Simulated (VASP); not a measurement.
# LaAgS2 (Pmmn) in VASP: a series of runs

LaAgS2 is run at these levels: PBE; tasks: single point.

Everything below comes from runs of VASP 6.6.1. Logs are shortened: lines on timing, memory, paths and dates and some standing lists are left out, and cuts for length are marked.

**1. The cell of the first run**

Symmetry: Pmmn, No. 59, orthorhombic system. Conventional cell: a = 4.222 Å, b = 5.454 Å, c = 7.638 Å, α = 90.00°, β = 90.00°, γ = 90.00°. Within 3.8 Å of Ag (site symmetry mm2) lie 6 S at 2.75 to 2.95 Å and 5 La at 3.55 to 3.72 Å. S (site symmetry mm2) has 4 Ag at 2.75 to 2.76 Å and 2 La at 2.76 Å and 6 S at 3.72 to 3.83 Å within 3.9 Å. S (site symmetry mm2) has 4 La at 2.80 to 2.93 Å and 2 Ag at 2.95 Å and 6 S at 3.71 to 3.83 Å within 3.9 Å. Within 3.8 Å of La (site symmetry mm2) lie 6 S at 2.76 to 2.93 Å and 5 Ag at 3.55 to 3.72 Å.

**2. Single point, PBE (21.98 Å³/atom)**

INCAR

```
SYSTEM = LaAgS2
  ALGO = Normal
  EDIFF = 1E-7
  ENCUT = 520
  GGA = PE
  ISIF = 2
  ISMEAR = 0
  LASPH = .True.
  LCHARG = .True.
  LELF = .True.
  LREAL = .False.
  LVHAR = .True.
  LWAVE = .False.
  NBANDS = 44
  NELM = 100
  PREC = Accurate
  SIGMA = 0.01
```

KPOINTS

```
k-points
0
Gamma
  6 4 4
  0 0 0
```

POSCAR

```
LaAgS2
1.0
    4.2219660221      0.0000000000      0.0000000000
    0.0000000000      5.4538649174      0.0000000000
    0.0000000000      0.0000000000      7.6382302166
Ag S La
2 4 2
Direct
    0.0000000000      0.0000000000      0.8594073665
    0.5000000000      0.5000000000      0.1405926335
    0.0000000000      0.5000000000      0.9081029592
    0.5000000000      0.0000000000      0.0918970408
    0.0000000000      0.5000000000      0.4100782150
    0.5000000000      0.0000000000      0.5899217850
    0.0000000000      0.0000000000      0.3244924560
    0.5000000000      0.5000000000      0.6755075440
```

Potentials or basis: VASP PAW PBE potentials, release 64 (Ag, S, La).

Run with:

```
$ cat potpaw_PBE.64/Ag/POTCAR potpaw_PBE.64/S/POTCAR potpaw_PBE.64/La/POTCAR > POTCAR
$ mpirun -np 1 vasp_std > vasp.out
```

OUTCAR:

```text
SYSTEM = LaAgS2
   EDIFF = 1E-7
   ENCUT = 520
   GGA = PE
   ISIF = 2
   ISMEAR = 0
   LASPH = .True.
   LREAL = .False.
   NELM = 100
   PREC = Accurate

 ion  position               nearest neighbor table
   1  0.000  0.000  0.859-   3 2.75   3 2.75   4 2.76   4 2.76   6 2.95   6 2.95   7 3.55
   2  0.500  0.500  0.141-   4 2.75   4 2.75   3 2.76   3 2.76   5 2.95   5 2.95   8 3.55
   3  0.000  0.500  0.908-   1 2.75   1 2.75   2 2.76   2 2.76   8 2.76   8 2.76
   4  0.500  0.000  0.092-   2 2.75   2 2.75   1 2.76   1 2.76   7 2.76   7 2.76
   5  0.000  0.500  0.410-   7 2.80   7 2.80   8 2.93   8 2.93   2 2.95   2 2.95
   6  0.500  0.000  0.590-   8 2.80   8 2.80   7 2.93   7 2.93   1 2.95   1 2.95
   7  0.000  0.000  0.324-   4 2.76   4 2.76   5 2.80   5 2.80   6 2.93   6 2.93   1 3.55
   8  0.500  0.500  0.676-   3 2.76   3 2.76   6 2.80   6 2.80   5 2.93   5 2.93   2 3.55

  LATTYP: Found a simple orthorhombic cell.
 ALAT       =     4.2219660221
 B/A-ratio  =     1.2917832329
 C/A-ratio  =     1.8091643032

  Lattice vectors:

 A1 = (   4.2219660221,   0.0000000000,   0.0000000000)
 A2 = (   0.0000000000,   5.4538649174,   0.0000000000)
 A3 = (   0.0000000000,   0.0000000000,   7.6382302166)

Analysis of symmetry for initial positions (statically):
=====================================================================
 Subroutine PRICEL returns:
 Original cell was already a primitive cell.

 Routine SETGRP: Setting up the symmetry group for a
 simple orthorhombic supercell.

 Subroutine GETGRP returns: Found  8 space group operations
 (whereof  4 operations were pure point group operations)
 out of a pool of  8 trial point group operations.

The static configuration has the point symmetry C_2v.
 The point group associated with its full space group is D_2h.

Analysis of symmetry for dynamics (positions and initial velocities):
=====================================================================
 Subroutine PRICEL returns:
 Original cell was already a primitive cell.

 Routine SETGRP: Setting up the symmetry group for a
 simple orthorhombic supercell.

 Subroutine GETGRP returns: Found  8 space group operations
 (whereof  4 operations were pure point group operations)
 out of a pool of  8 trial point group operations.

The dynamic configuration has the point symmetry C_2v.
 The point group associated with its full space group is D_2h.

 Subroutine INISYM returns: Found  8 space group operations
 (whereof  4 operations are pure point group operations),
 and found     1 'primitive' translations

----------------------------------------------------------------------------------------

                                     Primitive cell

  volume of cell :     175.8781

  direct lattice vectors                    reciprocal lattice vectors
     4.221966022  0.000000000  0.000000000     0.236856477  0.000000000  0.000000000
     0.000000000  5.453864917  0.000000000     0.000000000  0.183356210  0.000000000
     0.000000000  0.000000000  7.638230217     0.000000000  0.000000000  0.130920380

  length of vectors
     4.221966022  5.453864917  7.638230217     0.236856477  0.183356210  0.130920380

  position of ions in fractional coordinates (direct lattice)
     0.000000000  0.000000000  0.859407367
     0.500000000  0.500000000  0.140592633
     0.000000000  0.500000000  0.908102959
     0.500000000  0.000000000  0.091897041
     0.000000000  0.500000000  0.410078215
     0.500000000  0.000000000  0.589921785
     0.000000000  0.000000000  0.324492456
     0.500000000  0.500000000  0.675507544

  ion indices of the primitive-cell ions
   primitive index   ion index
                 1           1
                 2           2
                 3           3
                 4           4
                 5           5
                 6           6
                 7           7
                 8           8

----------------------------------------------------------------------------------------

 KPOINTS: k-points

Automatic generation of k-mesh.
 Grid dimensions read from file:
 generate k-points for:    6    4    4

 Generating k-lattice:

  Cartesian coordinates                     Fractional coordinates (reciprocal lattice)
     0.039476080  0.000000000  0.000000000     0.166666667  0.000000000  0.000000000
     0.000000000  0.045839052  0.000000000     0.000000000  0.250000000  0.000000000
     0.000000000  0.000000000  0.032730095     0.000000000  0.000000000  0.250000000

  Length of vectors
     0.039476080  0.045839052  0.032730095

  Shift w.r.t. Gamma in fractional coordinates (k-lattice)
     0.000000000  0.000000000  0.000000000

 Subroutine IBZKPT returns following result:
 ===========================================

 Found     36 irreducible k-points:

 Following reciprocal coordinates:
            Coordinates               Weight
  0.000000  0.000000  0.000000      1.000000
  0.166667  0.000000  0.000000      2.000000
  0.333333  0.000000  0.000000      2.000000
  0.500000  0.000000  0.000000      1.000000
  0.000000  0.250000  0.000000      2.000000
  0.166667  0.250000  0.000000      4.000000
[... 16 lines left out ...]
  0.333333  0.500000  0.250000      4.000000
  0.500000  0.500000  0.250000      2.000000
 [... further k-points ...]
   k-points           NKPTS =     36   k-points in BZ     NKDIM =     36   number of bands    NBANDS=     44
   number of dos      NEDOS =    301   number of ions     NIONS =      8
   total plane-waves  NPLWV =  80640
   dimension x,y,z NGX =    32 NGY =   42 NGZ =   60
   dimension x,y,z NGXF=    64 NGYF=   84 NGZF=  120
   ions per type =               2   4   2
   NGX,Y,Z   is equivalent  to a cutoff of  12.60, 12.80, 13.06 a.u.
   NGXF,Y,Z  is equivalent  to a cutoff of  25.20, 25.61, 26.12 a.u.
 SYSTEM =  LaAgS2
   PREC   = accura    normal or accurate (medium, high low for compatibility)
   ISTART =      0    job   : 0-new  1-cont  2-samecut
   ICHARG =      2    charge: 1-file 2-atom 10-const
   ISPIN  =      1    spin polarized calculation?
   LNONCOLLINEAR =      F non collinear calculations
   LSORBIT =      F    spin-orbit coupling
   LASPH  =      T    aspherical Exc in radial PAW
   ENCUT  =  520.0 eV  38.22 Ry    6.18 a.u.   7.85 10.14 14.20*2*pi/ulx,y,z
   NELM   =    100;   NELMIN=  2; NELMDL= -5     # of ELM steps
   EDIFF  = 0.1E-06   stopping-criterion for ELM
   LREAL  =      F    real-space projection
   EDIFFG = 0.1E-05   stopping-criterion for IOM
   NSW    =      0    number of steps for IOM
   IBRION =     -1    ionic relax: 0-MD 1-quasi-New 2-CG
   NFREE  =      0    steps in history (QN), initial steepest desc. (CG)
   ISIF   =      2    stress and relaxation
   ISYM   =      2    0-nonsym 1-usesym 2-fastsym
   POTIM  = 0.5000    time-step for ionic-motion
   TEBEG  =    0.0;   TEEND  =   0.0 temperature during run
   PSTRESS=    0.0 pullay stress
   NELECT =      68.0000    total number of electrons
   NUPDOWN=      -1.0000    fix difference up-down
   EMIN   =  10.00;   EMAX   =-10.00  energy-range for DOS
   EFERMI =   0.00;   METHOD = LEGACY
   ISMEAR =     0;   SIGMA  =   0.01  broadening in eV -4-tet -1-fermi 0-gaus
   EFERMI_NEDOS =   21; number of points for ismear=-14 and -15
   IALGO  =     38    algorithm
   IMIX   =      4    mixing-type and parameters
     AMIX     =   0.40;   BMIX     =  1.00
     AMIX_MAG =   1.60;   BMIX_MAG =  1.00
  volume/ion in A,a.u.               =      21.98       148.36
  Fermi-wavevector in a.u.,A,eV,Ry     =   1.192634  2.253751 19.352598  1.422376
  Thomas-Fermi vector in A             =   2.328668
   LORBIT       =      0    0 simple, 1 ext, 2 COOP (PROOUT), +10 PAW based schemes
   GGA     = PE    functional components
   LHFCALC =     F    Hartree Fock is set to
   AEXX    =    0.0000 exact exchange contribution
   IVDW    =     0    specifies the selected vdW correction
   LEPSILON=     F    determine dielectric tensor
   LRPA    =     F    only Hartree local field effects (RPA)
 non-spin polarized calculation
 Gauss-broadening in eV      SIGMA  =   0.01
  energy-cutoff  :      520.00
  volume of cell :      175.88
 maximum number of plane-waves:      4760
 NGX is ok and might be reduce to    32
   NGX = 15   NGY = 21   NGZ = 29

 number of electron      68.0000008 magnetization

 Free energy of the ion-electron system (eV)
  ---------------------------------------------------
  ext. energy  EPLUGINS =         0.00000000
  ---------------------------------------------------
  free energy    TOTEN  =       -42.33451276 eV

  energy without entropy =      -42.33451276  energy(sigma->0) =      -42.33451276

 E-fermi :   7.0068     XC(G=0): -10.3059

 val. band max:        6.8855537220   @ k =   0.5000   0.5000   0.5000
 cond. band min:       8.3986674193   @ k =   0.0000   0.0000   0.0000
 fundamental gap:      1.5131136973
 Fermi energy:         7.0068465384

 k-point     1 :       0.0000    0.0000    0.0000
  band No.  band energies     occupation
      1     -25.0516      2.00000
      2     -25.0208      2.00000
      3      -9.4240      2.00000
      4      -9.1067      2.00000
      5      -9.0706      2.00000
      6      -8.9102      2.00000
[... 36 lines left out ...]
     43       9.9125      0.00000
     44       9.9504      0.00000

 k-point     2 :       0.1667    0.0000    0.0000
  band No.  band energies     occupation
      1     -25.0440      2.00000
      2     -25.0172      2.00000
      3      -9.3430      2.00000
      4      -9.1191      2.00000
      5      -9.0849      2.00000
      6      -8.9410      2.00000
[... 36 lines left out ...]
     43       9.8714      0.00000
     44       9.9491      0.00000

 k-point     3 :       0.3333    0.0000    0.0000
  band No.  band energies     occupation
      1     -25.0272      2.00000
      2     -25.0117      2.00000
      3      -9.3608      2.00000
      4      -9.3083      2.00000
      5      -9.1281      2.00000
      6      -9.0312      2.00000
[... 36 lines left out ...]
     43       9.8780      0.00000
     44       9.9181      0.00000

 k-point     4 :       0.5000    0.0000    0.0000
  band No.  band energies     occupation
      1     -25.0138      2.00000
      2     -25.0138      2.00000
      3      -9.4711      2.00000
      4      -9.4711      2.00000
      5      -8.9726      2.00000
      6      -8.9726      2.00000
[... 882 lines left out ...]
     43       9.8712      0.00000
     44       9.8812      0.00000

 k-point    23 :       0.3333    0.5000    0.2500
  band No.  band energies     occupation
      1     -25.0176      2.00000
      2     -25.0176      2.00000
      3      -9.4825      2.00000
      4      -9.4825      2.00000
      5      -9.1752      2.00000
      6      -9.1752      2.00000
[... 36 lines left out ...]
     43       9.8602      0.00000
     44       9.9128      0.00000

 k-point    24 :       0.5000    0.5000    0.2500
  band No.  band energies     occupation
      1     -25.0120      2.00000
      2     -25.0120      2.00000
      3      -9.5759      2.00000
      4      -9.5759      2.00000
      5      -9.0963      2.00000
      6      -9.0963      2.00000
[... 36 lines left out ...]
     43       9.8650      0.00000
     44       9.8846      0.00000

 [... further k-points ...]

------------------------ aborting loop because EDIFF is reached ----------------------------------------

  FORCE on cell =-STRESS in cart. coord.  units (eV):
  Direction    XX          YY          ZZ          XY          YZ          ZX
  --------------------------------------------------------------------------------------
  -------------------------------------------------------------------------------------
  Total        5.5032611      5.3196791      4.5806664      0.0000000      0.0000000      0.0000000
  in kB       50.1324406     48.4600840     41.7279831      0.0000000      0.0000000      0.0000000
  external PRESSURE =      46.7735026 kB  Pullay stress =       0.0000000 kB

 VOLUME and BASIS-vectors are now :
 -----------------------------------------------------------------------------
  energy-cutoff  :      520.00
  volume of cell :      175.88
      direct lattice vectors                 reciprocal lattice vectors
     4.221966022  0.000000000  0.000000000     0.236856477  0.000000000  0.000000000
     0.000000000  5.453864917  0.000000000     0.000000000  0.183356210  0.000000000
     0.000000000  0.000000000  7.638230217     0.000000000  0.000000000  0.130920380

 POSITION                                       TOTAL-FORCE (eV/Angst)
 -----------------------------------------------------------------------------------
      0.00000      0.00000      6.56435         0.000000      0.000000     -0.098461
      2.11098      2.72693      1.07388         0.000000      0.000000      0.098461
      0.00000      2.72693      6.93630         0.000000      0.000000      0.297115
      2.11098      0.00000      0.70193         0.000000      0.000000     -0.297115
      0.00000      2.72693      3.13227         0.000000      0.000000     -0.052821
      2.11098      0.00000      4.50596         0.000000      0.000000      0.052821
      0.00000      0.00000      2.47855         0.000000      0.000000     -0.004880
      2.11098      2.72693      5.15968         0.000000      0.000000      0.004880
 -----------------------------------------------------------------------------------
    total drift:                                0.000000     -0.000000      0.000000

  FREE ENERGIE OF THE ION-ELECTRON SYSTEM (eV)
  ---------------------------------------------------
  free  energy   TOTEN  =       -42.3345127580 eV

  energy  without entropy=      -42.3345127580  energy(sigma->0) =      -42.33451276
```

It took 3.6 min on 1 thread of AMD EPYC 9R45 (Zen 5), shared host; peak memory 0.41 GiB.

Results:

```
Free energy            : -42.3345 eV
Pressure               : 4.7 GPa
Largest force          : 0.297 eV/Å
Band gap on the k mesh : 1.51 eV (least direct gap 1.93 eV)
```

Forces in eV/Å, atoms in the order of the input:
```
Ag   0.000  0.000 -0.098
Ag   0.000  0.000  0.098
S    0.000  0.000  0.297
S    0.000  0.000 -0.297
S    0.000  0.000 -0.053
S    0.000  0.000  0.053
La   0.000  0.000 -0.005
La   0.000  0.000  0.005
```

Stress tensor (GPa, compression positive):
```
5.01 0.00 0.00
0.00 4.85 0.00
0.00 0.00 4.17
```

Caveat: the cell stands under pressure; spin-orbit coupling is left out, which moves the levels of the heavy elements. A k mesh can miss the band edges.

(Part 1 of 2 ends here.)
